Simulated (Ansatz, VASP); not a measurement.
## One calculation of Au, two programs

```
Au
1.0
     0.00000    2.07883    2.07883
     2.07883    0.00000    2.07883
     2.07883    2.07883    0.00000
Au
1
Cartesian
  0.0000 0.0000 0.0000
```

Alike in both runs: functional PBE; k mesh 52 × 52 × 52; occupations gaussian, width 0.1 eV; no spin polarisation.

Ansatz relaxed the structure, and its values are those at the end. VASP's run is a single point on that final structure, the one shown.

```csv
,VASP,Ansatz
version,VASP 6.6.1,Ansatz 0.2.0
potentials or method,"VASP PAW PBE potentials, release 64 (Au)","scalar-relativistic, plane waves, PAW"
plane-wave cutoff (eV),520,420
valence electrons in the cell,11,19
```

```tsv
	VASP	Ansatz	Ansatz less VASP
gap on the k mesh at the Fermi level (eV)	none	none	-
pressure (GPa)	-0.2	0.0	+0.16
```

A gap of «none» marks a metal or a gap that the smearing closes. VASP's potentials hold 11 valence electrons a cell and Ansatz's 19, so a difference there can come from the potentials and not from the codes.

Neither program's run includes spin-orbit coupling.
